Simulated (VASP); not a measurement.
# TaN (Fm-3m) in VASP: notebook

TaN is run at these levels: PBEsol; tasks: single point.

Everything below comes from runs of VASP 6.6.1. Logs are shortened: lines on timing, memory, paths and dates and some standing lists are left out, and cuts for length are marked.

## (1) The cell of the first run

Symmetry: Fm-3m, No. 225, cubic system. Conventional cell: a = 4.270 Å, b = 4.270 Å, c = 4.270 Å, α = 90.00°, β = 90.00°, γ = 90.00°. Within 2.8 Å of Ta (site symmetry m-3m) lie 6 N at 2.13 Å. Within 2.8 Å of N (site symmetry m-3m) lie 6 Ta at 2.13 Å.

## (2) Single point, PBEsol (volume scaled by 0.9405)

Input file INCAR:

```
PREC = Accurate ; ENCUT = 520
EDIFF = 1E-7 ; ISMEAR = -1
SIGMA = 0.02 ; LREAL = F
LASPH = T ; NELM = 80
ALGO = Normal ; ISIF = 2
LWAVE = F ; LCHARG = T
GGA = PS ; LELF = T
LVHAR = T ; NBANDS = 15
```

Input file KPOINTS:

```
regular mesh
0
Gamma
  9 9 9
```

Input file POSCAR:

```
TaN
1.0
    0.0000000000      2.1348965245      2.1348965245
    2.1348965245      0.0000000000      2.1348965245
    2.1348965245      2.1348965245      0.0000000000
Ta N
1 1
Direct
    0.5000000000      0.5000000000      0.5000000000
    0.0000000000      0.0000000000      0.0000000000
```

Potentials or basis: VASP PAW PBE potentials, release 64 (Ta_pv, N).

Launch:

```bash
$ cat potpaw_PBE.64/Ta_pv/POTCAR potpaw_PBE.64/N/POTCAR > POTCAR
$ mpirun -np 1 vasp_std > vasp.out
```

OUTCAR:

```text
PREC = Accurate
   ENCUT = 520
   EDIFF = 1E-7
   ISMEAR = -1
   LREAL = F
   LASPH = T
   NELM = 80
   ISIF = 2
   GGA = PS

 ion  position               nearest neighbor table
   1  0.500  0.500  0.500-   2 2.13   2 2.13   2 2.13   2 2.13   2 2.13   2 2.13
   2  0.000  0.000  0.000-   1 2.13   1 2.13   1 2.13   1 2.13   1 2.13   1 2.13

  LATTYP: Found a face centered cubic cell.
 ALAT       =     4.2697930490

  Lattice vectors:

 A1 = (   0.0000000000,   2.1348965245,   2.1348965245)
 A2 = (   2.1348965245,   0.0000000000,   2.1348965245)
 A3 = (   2.1348965245,   2.1348965245,   0.0000000000)

Analysis of symmetry for initial positions (statically):
=====================================================================
 Subroutine PRICEL returns:
 Original cell was already a primitive cell.

 Routine SETGRP: Setting up the symmetry group for a
 face centered cubic supercell.

 Subroutine GETGRP returns: Found 48 space group operations
 (whereof 48 operations were pure point group operations)
 out of a pool of 48 trial point group operations.

The static configuration has the point symmetry O_h .

Analysis of symmetry for dynamics (positions and initial velocities):
=====================================================================
 Subroutine PRICEL returns:
 Original cell was already a primitive cell.

 Routine SETGRP: Setting up the symmetry group for a
 face centered cubic supercell.

 Subroutine GETGRP returns: Found 48 space group operations
 (whereof 48 operations were pure point group operations)
 out of a pool of 48 trial point group operations.

The dynamic configuration has the point symmetry O_h .

 Subroutine INISYM returns: Found 48 space group operations
 (whereof 48 operations are pure point group operations),
 and found     1 'primitive' translations

----------------------------------------------------------------------------------------

                                     Primitive cell

  volume of cell :      19.4608

  direct lattice vectors                    reciprocal lattice vectors
     0.000000000  2.134896524  2.134896524    -0.234203388  0.234203388  0.234203388
     2.134896524  0.000000000  2.134896524     0.234203388 -0.234203388  0.234203388
     2.134896524  2.134896524  0.000000000     0.234203388  0.234203388 -0.234203388

  length of vectors
     3.019199619  3.019199619  3.019199619     0.405652168  0.405652168  0.405652168

  position of ions in fractional coordinates (direct lattice)
     0.500000000  0.500000000  0.500000000
     0.000000000  0.000000000  0.000000000

  ion indices of the primitive-cell ions
   primitive index   ion index
                 1           1
                 2           2

----------------------------------------------------------------------------------------

 KPOINTS: regular mesh

Automatic generation of k-mesh.
 Grid dimensions read from file:
 generate k-points for:    9    9    9

 Generating k-lattice:

  Cartesian coordinates                     Fractional coordinates (reciprocal lattice)
    -0.026022599  0.026022599  0.026022599     0.111111111  0.000000000  0.000000000
     0.026022599 -0.026022599  0.026022599     0.000000000  0.111111111  0.000000000
     0.026022599  0.026022599 -0.026022599     0.000000000  0.000000000  0.111111111

  Length of vectors
     0.045072463  0.045072463  0.045072463

  Shift w.r.t. Gamma in fractional coordinates (k-lattice)
     0.000000000  0.000000000  0.000000000

 Subroutine IBZKPT returns following result:
 ===========================================

 Found     35 irreducible k-points:

 Following reciprocal coordinates:
            Coordinates               Weight
  0.000000  0.000000  0.000000      1.000000
  0.111111  0.000000  0.000000      8.000000
  0.222222  0.000000  0.000000      8.000000
  0.333333  0.000000  0.000000      8.000000
  0.444444  0.000000  0.000000      8.000000
  0.111111  0.111111  0.000000      6.000000
[... 16 lines left out ...]
 -0.333333  0.333333  0.000000     12.000000
  0.444444  0.444444  0.000000      6.000000
 [... further k-points ...]
   k-points           NKPTS =     35   k-points in BZ     NKDIM =     35   number of bands    NBANDS=     15
   number of dos      NEDOS =    301   number of ions     NIONS =      2
   total plane-waves  NPLWV =  13824
   dimension x,y,z NGX =    24 NGY =   24 NGZ =   24
   dimension x,y,z NGXF=    48 NGYF=   48 NGZF=   48
   ions per type =               1   1
   NGX,Y,Z   is equivalent  to a cutoff of  13.22, 13.22, 13.22 a.u.
   NGXF,Y,Z  is equivalent  to a cutoff of  26.43, 26.43, 26.43 a.u.
 SYSTEM =  unknown system
   PREC   = accura    normal or accurate (medium, high low for compatibility)
   ISTART =      0    job   : 0-new  1-cont  2-samecut
   ICHARG =      2    charge: 1-file 2-atom 10-const
   ISPIN  =      1    spin polarized calculation?
   LNONCOLLINEAR =      F non collinear calculations
   LSORBIT =      F    spin-orbit coupling
   LASPH  =      T    aspherical Exc in radial PAW
   ENCUT  =  520.0 eV  38.22 Ry    6.18 a.u.   5.61  5.61  5.61*2*pi/ulx,y,z
   NELM   =     80;   NELMIN=  2; NELMDL= -5     # of ELM steps
   EDIFF  = 0.1E-06   stopping-criterion for ELM
   LREAL  =      F    real-space projection
   EDIFFG = 0.1E-05   stopping-criterion for IOM
   NSW    =      0    number of steps for IOM
   IBRION =     -1    ionic relax: 0-MD 1-quasi-New 2-CG
   NFREE  =      0    steps in history (QN), initial steepest desc. (CG)
   ISIF   =      2    stress and relaxation
   ISYM   =      2    0-nonsym 1-usesym 2-fastsym
   POTIM  = 0.5000    time-step for ionic-motion
   TEBEG  =    0.0;   TEEND  =   0.0 temperature during run
   PSTRESS=    0.0 pullay stress
   NELECT =      16.0000    total number of electrons
   NUPDOWN=      -1.0000    fix difference up-down
   EMIN   =  10.00;   EMAX   =-10.00  energy-range for DOS
   EFERMI =   0.00;   METHOD = LEGACY
   ISMEAR =    -1;   SIGMA  =   0.02  broadening in eV -4-tet -1-fermi 0-gaus
   EFERMI_NEDOS =   21; number of points for ismear=-14 and -15
   IALGO  =     38    algorithm
   IMIX   =      4    mixing-type and parameters
     AMIX     =   0.40;   BMIX     =  1.00
     AMIX_MAG =   1.60;   BMIX_MAG =  1.00
  volume/ion in A,a.u.               =       9.73        65.66
  Fermi-wavevector in a.u.,A,eV,Ry     =   1.533656  2.898190 32.002279  2.352101
  Thomas-Fermi vector in A             =   2.640693
   LORBIT       =      0    0 simple, 1 ext, 2 COOP (PROOUT), +10 PAW based schemes
   GGA     = PS    functional components
   LHFCALC =     F    Hartree Fock is set to
   AEXX    =    0.0000 exact exchange contribution
   IVDW    =     0    specifies the selected vdW correction
   LEPSILON=     F    determine dielectric tensor
   LRPA    =     F    only Hartree local field effects (RPA)
 non-spin polarized calculation
  energy-cutoff  :      520.00
  volume of cell :       19.46
 maximum number of plane-waves:       534
   NGX = 11   NGY = 11   NGZ = 11

 number of electron      15.9999998 magnetization

 Free energy of the ion-electron system (eV)
  ---------------------------------------------------
  ext. energy  EPLUGINS =         0.00000000
  ---------------------------------------------------
  free energy    TOTEN  =       -23.06868461 eV

  energy without entropy =      -23.06771883  energy(sigma->0) =      -23.06820172

 E-fermi :  10.2849     XC(G=0): -14.0842

 val. band max:       10.1698582093   @ k =  -0.4444   0.2222   0.1111
 cond. band min:      10.3056198351   @ k =  -0.2222   0.2222   0.0000
 fundamental gap:      0.1357616257
 Fermi energy:        10.2848917434

 k-point     1 :       0.0000    0.0000    0.0000
  band No.  band energies     occupation
      1     -25.1306      2.00000
      2     -25.1306      2.00000
      3     -25.1306      2.00000
      4      -9.1398      2.00000
      5       6.3602      2.00000
      6       6.3602      2.00000
      7       6.3602      2.00000
      8       8.0118      2.00000
      9       8.0118      2.00000
     10       8.0118      2.00000
     11      10.4479      0.00058
     12      10.4479      0.00058
     13      12.7593      0.00000
     14      19.8144      0.00000
     15      22.9728      0.00000

 k-point     2 :       0.1111    0.0000    0.0000
  band No.  band energies     occupation
      1     -25.2849      2.00000
      2     -25.1436      2.00000
      3     -25.1436      2.00000
      4      -8.7830      2.00000
      5       4.9623      2.00000
      6       5.3522      2.00000
      7       5.3522      2.00000
      8       8.4979      2.00000
      9       8.4979      2.00000
     10       8.6019      2.00000
     11      11.7103      0.00000
     12      11.7103      0.00000
     13      13.5820      0.00000
     14      20.8277      0.00000
     15      22.9721      0.00000

 k-point     3 :       0.2222    0.0000    0.0000
  band No.  band energies     occupation
      1     -25.6565      2.00000
      2     -25.1764      2.00000
      3     -25.1764      2.00000
      4      -7.8417      2.00000
      5       2.7855      2.00000
      6       3.8926      2.00000
      7       3.8926      2.00000
      8       9.3349      2.00000
      9       9.5952      2.00000
     10       9.5952      2.00000
     11      14.1602      0.00000
     12      14.1602      0.00000
     13      15.2090      0.00000
     14      22.9492      0.00000
     15      23.0875      0.00000
[... 343 lines left out ...]
 k-point    23 :      -0.3333    0.3333    0.0000
  band No.  band energies     occupation
      1     -25.9211      2.00000
      2     -25.8521      2.00000
      3     -25.3631      2.00000
      4      -6.6675      2.00000
      5       1.3259      2.00000
      6       3.1432      2.00000
      7       3.2549      2.00000
      8       9.4611      2.00000
      9      12.5108      0.00000
     10      12.5513      0.00000
     11      15.2721      0.00000
     12      17.6832      0.00000
     13      21.0036      0.00000
     14      22.5350      0.00000
     15      22.6378      0.00000

 k-point    24 :       0.4444    0.4444    0.0000
  band No.  band energies     occupation
      1     -26.1134      2.00000
      2     -25.5117      2.00000
      3     -25.5117      2.00000
      4      -7.7974      2.00000
      5       3.3403      2.00000
      6       4.3419      2.00000
      7       5.5551      2.00000
      8       5.5551      2.00000
      9      12.7074      0.00000
     10      14.4383      0.00000
     11      14.4383      0.00000
     12      15.7958      0.00000
     13      18.5702      0.00000
     14      20.3243      0.00000
     15      22.9937      0.00000

 [... further k-points ...]

------------------------ aborting loop because EDIFF is reached ----------------------------------------

  FORCE on cell =-STRESS in cart. coord.  units (eV):
  Direction    XX          YY          ZZ          XY          YZ          ZX
  --------------------------------------------------------------------------------------
  -------------------------------------------------------------------------------------
  Total        3.9124300      3.9124300      3.9124300      0.0000000      0.0000000     -0.0000000
  in kB      322.1044118    322.1044118    322.1044118      0.0000000      0.0000000     -0.0000000
  external PRESSURE =     322.1044118 kB  Pullay stress =       0.0000000 kB

 VOLUME and BASIS-vectors are now :
 -----------------------------------------------------------------------------
  energy-cutoff  :      520.00
  volume of cell :       19.46
      direct lattice vectors                 reciprocal lattice vectors
     0.000000000  2.134896524  2.134896524    -0.234203388  0.234203388  0.234203388
     2.134896524  0.000000000  2.134896524     0.234203388 -0.234203388  0.234203388
     2.134896524  2.134896524  0.000000000     0.234203388  0.234203388 -0.234203388

 POSITION                                       TOTAL-FORCE (eV/Angst)
 -----------------------------------------------------------------------------------
      2.13490      2.13490      2.13490        -0.000000     -0.000000     -0.000000
      0.00000      0.00000      0.00000         0.000000      0.000000      0.000000
 -----------------------------------------------------------------------------------
    total drift:                                0.000000     -0.000000     -0.000000

  FREE ENERGIE OF THE ION-ELECTRON SYSTEM (eV)
  ---------------------------------------------------
  free  energy   TOTEN  =       -23.0686846116 eV

  energy  without entropy=      -23.0677188339  energy(sigma->0) =      -23.06820172
```

Run time: 9.3 s. Hardware: 1 thread of Intel Xeon 6975P-C, shared host; peak memory 0.14 GiB.

What came out:

```
Free energy            : -23.0687 eV
Pressure               : 32.2 GPa
Band gap on the k mesh : zero (band 8 reaches 12.18 eV, above the bottom of band 9 at 8.01 eV)
```

Caveat: the PAW data sets were made with another functional, which shifts forces and pressure a little; spin-orbit coupling is left out, which moves the levels of the heavy elements.

## (3) Single point, PBEsol (volume scaled by 0.94)

Input file INCAR:

```
SYSTEM = TaN
PREC     = Accurate       ! precision mode
ENCUT    = 520            ! plane-wave cutoff, eV
EDIFF    = 1E-7           ! SCF threshold, eV
ISMEAR   = -1             ! smearing method
SIGMA    = 0.02           ! smearing width, eV
LREAL    = .FALSE.        ! projectors in reciprocal space
LASPH    = .TRUE.         ! aspherical terms in the spheres
NELM     = 60             ! most SCF steps
ALGO     = Normal         ! electronic algorithm
ISIF     = 2              ! what is computed and relaxed
LWAVE    = .FALSE.        ! write WAVECAR
LCHARG   = .FALSE.        ! write CHGCAR
GGA      = PS             ! functional
NBANDS   = 15             ! bands
```

Input file KPOINTS:

```
regular mesh
0
G
  9 9 9
  0 0 0
```

Input file POSCAR:

```
TaN
1.0
    0.0000000000      2.1345181309      2.1345181309
    2.1345181309      0.0000000000      2.1345181309
    2.1345181309      2.1345181309      0.0000000000
Ta N
1 1
Direct
    0.5000000000      0.5000000000      0.5000000000
    0.0000000000      0.0000000000      0.0000000000
```

Potentials or basis: VASP PAW PBE potentials, release 64 (Ta_pv, N).

Launch:

```bash
$ cat potpaw_PBE.64/Ta_pv/POTCAR potpaw_PBE.64/N/POTCAR > POTCAR
$ mpirun -np 1 vasp_std > vasp.out
```

It took 7.5 s on 1 thread of Intel Xeon 6975P-C, shared host; peak memory 0.14 GiB.

It converged, with:

| Item | Value |
| --- | --- |
| Free energy | -23.0666 eV |
| Pressure | 32.5 GPa |
| Band gap on the k mesh | zero (band 8 reaches 12.19 eV, above the bottom of band 9 at 8.02 eV) |

Levels at points of the mesh, in eV from the Fermi level:
```
           k point  band 6  band 7  band 8  band 9  band 10  band 11
(0.00, 0.00, 0.00)   -3.93   -3.93   -2.27   -2.27    -2.27     0.16
```

Caveat: the PAW data sets were made with another functional, which shifts forces and pressure a little; spin-orbit coupling is left out, which moves the levels of the heavy elements.

(Continued in part 2 of 2.)
